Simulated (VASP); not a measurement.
Input of a VASP 6.6.1 run:

POSCAR

```
K2S
1.0
    0.0000000000      3.7027186838      3.7027186838
    3.7027186838      0.0000000000      3.7027186838
    3.7027186838      3.7027186838      0.0000000000
K S
2 1
Direct
    0.2500000000      0.2500000000      0.2500000000
    0.7500000000      0.7500000000      0.7500000000
    0.0000000000      0.0000000000      0.0000000000
```

INCAR.step1

```
PREC     = Accurate       # precision mode
ENCUT    = 550            # plane-wave cutoff, eV
ISMEAR   = 0              # smearing method
SIGMA    = 0.01           # smearing width, eV
LREAL    = False          # projectors in reciprocal space
LASPH    = True           # aspherical terms in the spheres
NELM     = 120            # most SCF steps
NBANDS   = 19             # bands
GGA      = PE             # functional
ALGO     = Normal         # electronic algorithm
EDIFF    = 1E-5           # SCF threshold, eV
LWAVE    = True           # write WAVECAR
LCHARG   = False          # write CHGCAR
GGA_COMPAT= False
```

File INCAR.step2:

```
PREC     = Accurate       # precision mode
ENCUT    = 550            # plane-wave cutoff, eV
EDIFF    = 1E-6           # SCF threshold, eV
ISMEAR   = 0              # smearing method
SIGMA    = 0.01           # smearing width, eV
LREAL    = False          # projectors in reciprocal space
LASPH    = True           # aspherical terms in the spheres
NELM     = 120            # most SCF steps
ALGO     = Normal         # electronic algorithm
ISIF     = 2              # what is computed and relaxed
LWAVE    = False          # write WAVECAR
LCHARG   = False          # write CHGCAR
METAGGA  = R2SCAN         # meta-GGA
LMIXTAU  = True         
NBANDS   = 19             # bands
ISTART   = 1            
GGA_COMPAT= False
```

The input KPOINTS:

```
regular mesh
0
Gamma
  6 6 6
```

Potentials or basis: VASP PAW PBE potentials, release 64 (K_sv, S).

Launch:

```bash
$ cat potpaw_PBE.64/K_sv/POTCAR potpaw_PBE.64/S/POTCAR > POTCAR
$ cp INCAR.step1 INCAR
$ mpirun -np 1 vasp_std > vasp.out
$ cp INCAR.step2 INCAR
$ mpirun -np 1 vasp_std > vasp.out
```

(1) What does it give for the band gap on the k mesh?

(2) What does it give for the pressure?

## Answers

(1) 2.76 eV, indirect (least direct gap 2.95 eV).

(2) 0.0 GPa.

Caveat: the PAW data sets were made with another functional, which shifts forces and pressure a little.
